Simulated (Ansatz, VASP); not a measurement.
Two plane-wave programs on GaN

Contents of INCAR:

```
SYSTEM = GaN
PREC     = Accurate       ! precision mode
ENCUT    = 520            ! plane-wave cutoff, eV
EDIFF    = 1E-7           ! SCF threshold, eV
ISMEAR   = -1             ! smearing method
SIGMA    = 0.02           ! smearing width, eV
LREAL    = .FALSE.        ! projectors in reciprocal space
LASPH    = .TRUE.         ! aspherical terms in the spheres
NELM     = 100            ! most SCF steps
ALGO     = Normal         ! electronic algorithm
ISIF     = 2              ! what is computed and relaxed
LWAVE    = .FALSE.        ! write WAVECAR
LCHARG   = .FALSE.        ! write CHGCAR
GGA      = PE             ! functional
NBANDS   = 16             ! bands
```

File KPOINTS:

```
Automatic mesh
0
G
  10 10 10
  0 0 0
```

The input POSCAR:

```
GaN
1.0
    0.0000000000      2.2489525415      2.3573520540
    2.2489525415      0.0000000000      2.3573520540
    2.2489525415      2.2489525415      0.0000000000
Ga N
1 1
Direct
    0.0000000000      0.0000000000      0.0000000000
    0.2500000000      0.2500000000      0.2500000000
```

Input for Ansatz:

```yaml
crystal:
  lattice:
    - [0.0, 2.2489525415, 2.357352054]
    - [2.2489525415, 0.0, 2.357352054]
    - [2.2489525415, 2.2489525415, 0.0]
  atoms:
    - { symbol: Ga, position: [0.0, 0.0, 0.0] }
    - { symbol: "N", position: [0.25, 0.25, 0.25] }
kpoints:
  mp_grid: { grid: [10, 10, 10] }
  band_path:
    path:
      - [0.0, 0.0, 0.0]
      - [-0.5, -0.5, 0.0]
      - [-0.375, -0.375, 0.25]
      - [-0.375, 0.0, 0.375]
      - [0.0, 0.0, 0.5]
      - [-0.5, -0.25, 0.25]
    npoints: 1
hamiltonian:
  xc: pbe
scf:
  occupations: { method: fermi_dirac, width: 0.02 }
  n_extra_bands: 4
output:
  forces: true
  stress: true
  eigenvalues: true
```

Change from the starting cell: uniaxial_z strain +4.8%.

Alike in both runs: task single point; functional PBE; k mesh 10 × 10 × 10; occupations fermi-dirac, width 0.02 eV; no spin polarisation.

|  | VASP | Ansatz |
| --- | --- | --- |
| version | VASP 6.6.1 | Ansatz 0.2.0 |
| potentials or method | VASP PAW PBE potentials, release 64 (Ga_d, N) | plane waves, PAW |
| plane-wave cutoff (eV) | 520 | 420 |
| valence electrons in the cell | 18 | 18 |

Ansatz gave:

| Quantity | Value |
| --- | --- |
| gap on the k mesh at the Fermi level (eV) | 1.37 |
| pressure (GPa) | -2.4 |
| traceless stress, the component that is largest in VASP (GPa) | -4.29 |

Which values does VASP return?

gap on the k mesh at the Fermi level (eV): 1.37; pressure (GPa): -2.3; traceless stress, the component that is largest in VASP (GPa): -4.29.
